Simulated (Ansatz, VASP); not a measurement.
# MoS2: VASP beside Ansatz

```
CELL_PARAMETERS angstrom
3.05490 0.00000 0.00000
-1.52745 2.64562 0.00000
0.00000 0.00000 11.00720
ATOMIC_POSITIONS crystal
Mo 0.66667 0.33333 0.25014
Mo 0.33333 0.66667 0.74986
S 0.33333 0.66667 0.37960
S 0.66667 0.33333 0.87931
S 0.33333 0.66667 0.12069
S 0.66667 0.33333 0.62040
```

Alike in both runs: task single point; functional PBE; dispersion D3(BJ); k mesh 12 × 12 × 4; occupations gaussian, width 0.05 eV; no spin polarisation.

|  | VASP | Ansatz |
| --- | --- | --- |
| version | VASP 6.6.1 | Ansatz 0.2.0 |
| potentials or method | VASP PAW PBE potentials, release 64 (Mo_sv, S), cutoff 520 eV | scalar-relativistic, plane waves, PAW |
| valence electrons in the cell | 52 | 52 |

|  | VASP | Ansatz | Ansatz less VASP |
| --- | --- | --- | --- |
| rms of the force components (eV/Å) | 1.861 | 1.880 | +0.0184 |

Atom by atom the forces differ by 0.018 eV/Å (rms over components).
